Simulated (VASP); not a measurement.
# Ba (Im-3m) in VASP: further runs, part 3 of 4

VASP 6.6.1.

## (4) Single point, r2SCAN

This run uses another cell than the first one, of 27.65 Å³/atom.

File POSCAR:

```
Ba
1.0
    3.2993521021     -0.0000000183     -0.0000000316
   -1.0997840168      3.1106589993     -0.0000000316
   -1.0997840168     -1.5553294540      2.6939097423
Ba
1
Direct
    0.0000000000      0.0000000000      0.0000000000
```

File INCAR.step1:

```
SYSTEM = Ba
PREC = Accurate ; ENCUT = 520
ISMEAR = -1 ; SIGMA = 0.15
LREAL = .FALSE. ; LASPH = .TRUE.
NELM = 80 ; NBANDS = 11
GGA = PE ; ALGO = Normal
EDIFF = 1E-4 ; LWAVE = .TRUE.
LCHARG = .FALSE.
```

File INCAR.step2:

```
SYSTEM = Ba
PREC = Accurate ; ENCUT = 520
EDIFF = 1E-7 ; ISMEAR = -1
SIGMA = 0.15 ; LREAL = .FALSE.
LASPH = .TRUE. ; NELM = 80
ALGO = Normal ; ISIF = 2
LWAVE = .FALSE. ; LCHARG = .TRUE.
METAGGA = R2SCAN ; LMIXTAU = .TRUE.
LELF = .TRUE. ; LVHAR = .TRUE.
NBANDS = 11 ; ISTART = 1
```

File KPOINTS:

```
Automatic mesh
0
G
  7 7 7
  0 0 0
```

Potentials or basis: VASP PAW PBE potentials, release 64 (Ba_sv).

Run with:

```
$ cat potpaw_PBE.64/Ba_sv/POTCAR > POTCAR
$ cp INCAR.step1 INCAR
$ mpirun -np 1 vasp_std > vasp.out
$ cp INCAR.step2 INCAR
$ mpirun -np 1 vasp_std > vasp.out
```

OUTCAR:

```text
SYSTEM = Ba
   PREC = Accurate
   ENCUT = 520
   EDIFF = 1E-7
   ISMEAR = -1
   LREAL = .FALSE.
   LASPH = .TRUE.
   NELM = 80
   ISIF = 2
   METAGGA = R2SCAN
   ISTART = 1

 ion  position               nearest neighbor table
   1  0.000  0.000  0.000-

  LATTYP: Found a body centered cubic cell.
 ALAT       =     3.8097636486

  Lattice vectors:

 A1 = (   3.2993521021,  -0.0000000183,  -0.0000000316)
 A2 = (  -1.0997840168,   3.1106589993,  -0.0000000316)
 A3 = (  -1.0997840168,  -1.5553294540,   2.6939097423)

Analysis of symmetry for initial positions (statically):
=====================================================================
 Subroutine PRICEL returns:
 Original cell was already a primitive cell.

 Routine SETGRP: Setting up the symmetry group for a
 body centered cubic supercell.

 Subroutine GETGRP returns: Found 48 space group operations
 (whereof 48 operations were pure point group operations)
 out of a pool of 48 trial point group operations.

The static configuration has the point symmetry O_h .

Analysis of symmetry for dynamics (positions and initial velocities):
=====================================================================
 Subroutine PRICEL returns:
 Original cell was already a primitive cell.

 Routine SETGRP: Setting up the symmetry group for a
 body centered cubic supercell.

 Subroutine GETGRP returns: Found 48 space group operations
 (whereof 48 operations were pure point group operations)
 out of a pool of 48 trial point group operations.

The dynamic configuration has the point symmetry O_h .

 Subroutine INISYM returns: Found 48 space group operations
 (whereof 48 operations are pure point group operations),
 and found     1 'primitive' translations

----------------------------------------------------------------------------------------

                                     Primitive cell

  volume of cell :      27.6480

  direct lattice vectors                    reciprocal lattice vectors
     3.299352102 -0.000000018 -0.000000032     0.303089812  0.107158431  0.185603840
    -1.099784017  3.110658999 -0.000000032     0.000000004  0.321475292  0.185603840
    -1.099784017 -1.555329454  2.693909742     0.000000004  0.000000005  0.371207690

  length of vectors
     3.299352102  3.299352102  3.299352102     0.371207690  0.371207690  0.371207690

  position of ions in fractional coordinates (direct lattice)
     0.000000000  0.000000000  0.000000000

  ion indices of the primitive-cell ions
   primitive index   ion index
                 1           1

----------------------------------------------------------------------------------------

 KPOINTS: Automatic mesh

Automatic generation of k-mesh.
 Grid dimensions read from file:
 generate k-points for:    7    7    7

 Generating k-lattice:

  Cartesian coordinates                     Fractional coordinates (reciprocal lattice)
     0.043298545  0.015308347  0.026514834     0.142857143  0.000000000  0.000000000
     0.000000001  0.045925042  0.026514834    -0.000000000  0.142857143  0.000000000
     0.000000001  0.000000001  0.053029670     0.000000000  0.000000000  0.142857143

  Length of vectors
     0.053029670  0.053029670  0.053029670

  Shift w.r.t. Gamma in fractional coordinates (k-lattice)
     0.000000000  0.000000000  0.000000000

 Subroutine IBZKPT returns following result:
 ===========================================

 Found     20 irreducible k-points:

 Following reciprocal coordinates:
            Coordinates               Weight
  0.000000  0.000000  0.000000      1.000000
  0.142857  0.000000 -0.000000     12.000000
  0.285714  0.000000 -0.000000     12.000000
  0.428571 -0.000000  0.000000     12.000000
  0.142857  0.142857 -0.000000     24.000000
  0.285714  0.142857 -0.000000     48.000000
[... 12 lines left out ...]
 -0.428571 -0.428571  0.285714      8.000000
 -0.428571  0.428571  0.428571      6.000000
   k-points           NKPTS =     20   k-points in BZ     NKDIM =     20   number of bands    NBANDS=     11
   number of dos      NEDOS =    301   number of ions     NIONS =      1
   total plane-waves  NPLWV =  21952
   dimension x,y,z NGX =    28 NGY =   28 NGZ =   28
   dimension x,y,z NGXF=    56 NGYF=   56 NGZF=   56
   ions per type =               1
   NGX,Y,Z   is equivalent  to a cutoff of  14.11, 14.11, 14.11 a.u.
   NGXF,Y,Z  is equivalent  to a cutoff of  28.22, 28.22, 28.22 a.u.
 SYSTEM =  Ba
   PREC   = accura    normal or accurate (medium, high low for compatibility)
   ISTART =      1    job   : 0-new  1-cont  2-samecut
   ICHARG =      0    charge: 1-file 2-atom 10-const
   ISPIN  =      1    spin polarized calculation?
   LNONCOLLINEAR =      F non collinear calculations
   LSORBIT =      F    spin-orbit coupling
   LASPH  =      T    aspherical Exc in radial PAW
   ENCUT  =  520.0 eV  38.22 Ry    6.18 a.u.   6.13  6.13  6.13*2*pi/ulx,y,z
   NELM   =     80;   NELMIN=  2; NELMDL=  0     # of ELM steps
   EDIFF  = 0.1E-06   stopping-criterion for ELM
   LREAL  =      F    real-space projection
   EDIFFG = 0.1E-05   stopping-criterion for IOM
   NSW    =      0    number of steps for IOM
   IBRION =     -1    ionic relax: 0-MD 1-quasi-New 2-CG
   NFREE  =      0    steps in history (QN), initial steepest desc. (CG)
   ISIF   =      2    stress and relaxation
   ISYM   =      2    0-nonsym 1-usesym 2-fastsym
   POTIM  = 0.5000    time-step for ionic-motion
   TEBEG  =    0.0;   TEEND  =   0.0 temperature during run
   PSTRESS=    0.0 pullay stress
   NELECT =      10.0000    total number of electrons
   NUPDOWN=      -1.0000    fix difference up-down
   EMIN   =  10.00;   EMAX   =-10.00  energy-range for DOS
   EFERMI =   0.00;   METHOD = LEGACY
   ISMEAR =    -1;   SIGMA  =   0.15  broadening in eV -4-tet -1-fermi 0-gaus
   EFERMI_NEDOS =   21; number of points for ismear=-14 and -15
   IALGO  =     38    algorithm
   IMIX   =      4    mixing-type and parameters
     AMIX     =   0.40;   BMIX     =  1.00
     AMIX_MAG =   1.60;   BMIX_MAG =  1.00
  volume/ion in A,a.u.               =      27.65       186.58
  Fermi-wavevector in a.u.,A,eV,Ry     =   1.166416  2.204207 18.511083  1.360526
  Thomas-Fermi vector in A             =   2.302929
   LORBIT       =      0    0 simple, 1 ext, 2 COOP (PROOUT), +10 PAW based schemes
   METAGGA = R2SCAN    functional components
   LHFCALC =     F    Hartree Fock is set to
   AEXX    =    0.0000 exact exchange contribution
   IVDW    =     0    specifies the selected vdW correction
   LEPSILON=     F    determine dielectric tensor
   LRPA    =     F    only Hartree local field effects (RPA)
 non-spin polarized calculation
  energy-cutoff  :      520.00
  volume of cell :       27.65
 maximum number of plane-waves:       767
 NGX is ok and might be reduce to    28
   NGX = 13   NGY = 13   NGZ = 13

 number of electron       9.9999999 magnetization

 Free energy of the ion-electron system (eV)
  ---------------------------------------------------
  ext. energy  EPLUGINS =         0.00000000
  ---------------------------------------------------
  free energy    TOTEN  =       -24.89972423 eV

  energy without entropy =      -24.82210786  energy(sigma->0) =      -24.86091604

 E-fermi :   6.1667     XC(G=0): -11.2843

 val. band max:        6.1486852683   @ k =   0.1429   0.1429  -0.0000
 cond. band min:       6.3841937558   @ k =   0.4286   0.1429  -0.0000
 fundamental gap:      0.2355084875
 Fermi energy:         6.1666600197

 k-point     1 :       0.0000    0.0000    0.0000
  band No.  band energies     occupation
      1     -24.1851      2.00000
      2      -6.4774      2.00000
      3      -6.4774      2.00000
      4      -6.4774      2.00000
      5       4.5762      1.99995
      6       8.6035      0.00000
      7       8.6035      0.00000
      8       8.6035      0.00000
      9      11.3783      0.00000
     10      11.3783      0.00000
     11      15.7915      0.00000
[... 253 lines left out ...]
 k-point    20 :      -0.4286    0.4286    0.4286
  band No.  band energies     occupation
      1     -22.5876      2.00000
      2      -9.2623      2.00000
      3      -9.0605      2.00000
      4      -9.0605      2.00000
      5       3.0775      2.00000
      6       3.5317      2.00000
      7      13.9230      0.00000
      8      13.9230      0.00000
      9      15.1302      0.00000
     10      16.5308      0.00000
     11      19.9222      0.00000

------------------------ aborting loop because EDIFF is reached ----------------------------------------

  FORCE on cell =-STRESS in cart. coord.  units (eV):
  Direction    XX          YY          ZZ          XY          YZ          ZX
  --------------------------------------------------------------------------------------
  -------------------------------------------------------------------------------------
  Total        4.0813363      4.0813363      4.0813363     -0.0000000      0.0000000      0.0000000
  in kB      236.5096492    236.5096492    236.5096492     -0.0000000      0.0000000      0.0000000
  external PRESSURE =     236.5096492 kB  Pullay stress =       0.0000000 kB

 VOLUME and BASIS-vectors are now :
 -----------------------------------------------------------------------------
  energy-cutoff  :      520.00
  volume of cell :       27.65
      direct lattice vectors                 reciprocal lattice vectors
     3.299352102 -0.000000018 -0.000000032     0.303089812  0.107158431  0.185603840
    -1.099784017  3.110658999 -0.000000032     0.000000004  0.321475292  0.185603840
    -1.099784017 -1.555329454  2.693909742     0.000000004  0.000000005  0.371207690

 POSITION                                       TOTAL-FORCE (eV/Angst)
 -----------------------------------------------------------------------------------
      0.00000      0.00000      0.00000         0.000000      0.000000      0.000000
 -----------------------------------------------------------------------------------
    total drift:                               -0.000000      0.000000     -0.000000

  FREE ENERGIE OF THE ION-ELECTRON SYSTEM (eV)
  ---------------------------------------------------
  free  energy   TOTEN  =       -24.8997242267 eV

  energy  without entropy=      -24.8221078554  energy(sigma->0) =      -24.86091604
```

OUTCAR.step1:

```text
SYSTEM = Ba
   PREC = Accurate
   ENCUT = 520
   ISMEAR = -1
   LREAL = .FALSE.
   LASPH = .TRUE.
[... 492 lines left out ...]
 -----------------------------------------------------------------------------------
      0.00000      0.00000      0.00000        -0.000000     -0.000000     -0.000000
 -----------------------------------------------------------------------------------
    total drift:                               -0.000000      0.000000      0.000000

  FREE ENERGIE OF THE ION-ELECTRON SYSTEM (eV)
  ---------------------------------------------------
  free  energy   TOTEN  =        -0.4036453084 eV

  energy  without entropy=       -0.3180849108  energy(sigma->0) =       -0.36086511
```

Wall time 21 s (1 thread of AMD EPYC 9R45 (Zen 5), shared host); peak memory 0.13 GiB.

What came out:

```yaml
Free_energy: -24.8997 eV
Pressure: 23.7 GPa
Band_gap_on_the_k_mesh: zero (bands 5 and 6 overlap by 3.40 eV)
```

Levels at points of the mesh, in eV from the Fermi level:
```
           k point  band 2  band 3  band 4  band 5  band 6  band 7  band 8  band 9
(0.00, 0.00, 0.00)  -12.64  -12.64  -12.64   -1.59    2.44    2.44    2.44    5.21
```

Caveat: the cell stands under pressure; the PAW data sets were made with another functional, which shifts forces and pressure a little; spin-orbit coupling is left out, which moves the levels of the heavy elements.

## (5) Single point, r2SCAN

This run uses another cell than the first one, of 35.80 Å³/atom.

File POSCAR:

```
Ba
1.0
    3.5960162104     -0.0000000199     -0.0000000345
   -1.1986720514      3.3903566035     -0.0000000345
   -1.1986720514     -1.6951782520      2.9361349752
Ba
1
Direct
    0.0000000000      0.0000000000      0.0000000000
```

File INCAR.step1:

```
ALGO = Normal
EDIFF = 1E-4
ENCUT = 520
GGA = PE
ISMEAR = -1
LASPH = True
LCHARG = False
LREAL = False
LWAVE = True
NBANDS = 11
NELM = 80
PREC = Accurate
SIGMA = 0.15
```

File INCAR.step2:

```
ALGO = Normal
EDIFF = 1E-7
ENCUT = 520
ISIF = 2
ISMEAR = -1
ISTART = 1
LASPH = True
LCHARG = True
LELF = True
LMIXTAU = True
LREAL = False
LVHAR = True
LWAVE = False
METAGGA = R2SCAN
NBANDS = 11
NELM = 80
PREC = Accurate
SIGMA = 0.15
```

File KPOINTS:

```
k-points
0
Gamma
  7 7 7
```

Run with:

```
$ cat potpaw_PBE.64/Ba_sv/POTCAR > POTCAR
$ cp INCAR.step1 INCAR
$ mpirun -np 1 vasp_std > vasp.out
$ cp INCAR.step2 INCAR
$ mpirun -np 1 vasp_std > vasp.out
```

It took 22 s on 1 thread of AMD EPYC 9R45 (Zen 5), shared host; peak memory 0.14 GiB.

Results (log left out):

```
Free energy            : -25.7451 eV
Pressure               : 11.2 GPa
Band gap on the k mesh : zero (bands 5 and 6 overlap by 2.24 eV)
```

Levels at points of the mesh, in eV from the Fermi level:
```csv
k point,band 1,band 2,band 3,band 4,band 5,band 6,band 7,band 8,band 9,band 10
"(0.00, 0.00, 0.00)",-29.68,-13.26,-13.26,-13.26,-2.56,2.49,2.49,2.49,4.66,4.66
```

Caveat: the cell stands under pressure; the PAW data sets were made with another functional, which shifts forces and pressure a little; spin-orbit coupling is left out, which moves the levels of the heavy elements.

[end of part 3 of 4]
